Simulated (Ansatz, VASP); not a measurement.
# Al2OsN3: VASP beside Ansatz

File INCAR:

```
SYSTEM = Al2OsN3
  ALGO = Normal
  EDIFF = 1E-6
  ENCUT = 520
  GGA = PE
  ISIF = 2
  ISMEAR = 0
  ISPIN = 2
  LASPH = .True.
  LCHARG = .False.
  LMAXMIX = 4
  LORBIT = 11
  LREAL = .False.
  LWAVE = .False.
  MAGMOM = 0 0 1 0 0 0
  NBANDS = 28
  NELM = 150
  PREC = Accurate
  SIGMA = 0.1
```

The input KPOINTS:

```
k-points
0
Gamma
  6 6 6
  0 0 0
```

POSCAR

```
Al2OsN3
1.0
    2.3417038400      1.3519833400      3.8052223200
   -2.3417038400      1.3519833400      3.8052223200
    0.0000000000     -2.7039666900      3.8052223200
Al Os N
2 1 3
Direct
    0.6170832500      0.6170832500      0.6170832500
    0.3829167500      0.3829167500      0.3829167500
    0.0000000000      0.0000000000      0.0000000000
    0.5000000000      0.0000000000      0.0000000000
    0.0000000000      0.5000000000      0.0000000000
    0.0000000000      0.0000000000      0.5000000000
```

Input for Ansatz:

```yaml
crystal:
  lattice:
    - [2.34170384, 1.35198334, 3.80522232]
    - [-2.34170384, 1.35198334, 3.80522232]
    - [0.0, -2.70396669, 3.80522232]
  atoms:
    - { symbol: Al, position: [0.61708325, 0.61708325, 0.61708325] }
    - { symbol: Al, position: [0.38291675, 0.38291675, 0.38291675] }
    - { symbol: Os, position: [0.0, 0.0, 0.0], spin: 1.0 }
    - { symbol: "N", position: [0.5, 0.0, 0.0] }
    - { symbol: "N", position: [0.0, 0.5, 0.0] }
    - { symbol: "N", position: [0.0, 0.0, 0.5] }
basis:
  ecutwfc: 420
kpoints:
  mp_grid: { grid: [6, 6, 6] }
hamiltonian:
  xc: pbe
scf:
  occupations: { method: gaussian, width: 0.1 }
  lower_state_search: "off"
output:
  forces: true
  stress: true
  eigenvalues: true
  populations: true
magnetization:
  spin_polarized: true
```

Change from the starting cell: species swapped into the Ce2AlFe3 type (R-3m, No. 166).

Alike in both runs: task single point; functional PBE; k mesh 6 × 6 × 6; occupations gaussian, width 0.1 eV; collinear spin.

```csv
,VASP,Ansatz
version,VASP 6.6.1,Ansatz 0.2.0
potentials or method,"VASP PAW PBE potentials, release 64 (Al, Os, N), cutoff 520 eV","scalar-relativistic, plane waves, PAW"
valence electrons in the cell,29,37
```

VASP gave:

* gap on the k mesh at the Fermi level (eV): none
* pressure (GPa): -16.7
* traceless stress, the component that is largest in VASP (GPa): -3.47
* rms of the force components (eV/Å): 0.059
* net moment per atom (μB): 0.00
* size of the moment on the site where the two differ most (μB): 0.00

Question: Estimate Ansatz's values.

Answer: gap on the k mesh at the Fermi level (eV): none; pressure (GPa): -16.8; traceless stress, the component that is largest in VASP (GPa): -4.06; rms of the force components (eV/Å): 0.061; net moment per atom (μB): 0.02; size of the moment on the site where the two differ most (μB): 0.09.

Site moments also hang on the region over which each program counts them. Atom by atom the forces differ by 0.002 eV/Å (rms over components). A gap of «none» marks a metal or a gap that the smearing closes. With one functional, cell and mesh, what is left measures potentials, basis and numerics. VASP's potentials hold 29 valence electrons a cell and Ansatz's 37, so a difference there can come from the potentials and not from the codes.

Neither program's run includes spin-orbit coupling.
